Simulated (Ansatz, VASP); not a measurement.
## Pd: VASP beside Ansatz

```
CELL_PARAMETERS angstrom
0.00000 1.92028 1.92028
1.92028 0.00000 1.92028
1.92028 1.92028 0.00000
ATOMIC_POSITIONS crystal
Pd 0.00000 0.00000 0.00000
```

Alike in both runs: task single point; functional LDA; k mesh 14 × 14 × 14; occupations fermi-dirac, width 0.01 eV; collinear spin.

```csv
,VASP,Ansatz
version,VASP 6.6.1,Ansatz 0.2.0
potentials or method,"VASP PAW LDA potentials, release 64 (Pd), cutoff 520 eV","plane waves (420 eV) with PAW, scalar-relativistic"
valence electrons in the cell,10,18
```

```tsv
	VASP	Ansatz	Ansatz less VASP
pressure (GPa)	0.4	0.1	-0.27
net moment per atom (μB)	0.32	0.32	+0.007
size of the moment on the site where the two differ most (μB)	0.31	0.32	+0.007
```

Ansatz warns that its potentials were made for another functional, while VASP's fit it. LDA's correlation is that of Perdew and Zunger in VASP and of Perdew and Wang (1992) in Ansatz. Site moments also hang on the region over which each program counts them. VASP's potentials hold 10 valence electrons a cell and Ansatz's 18, so a difference there can come from the potentials and not from the codes.
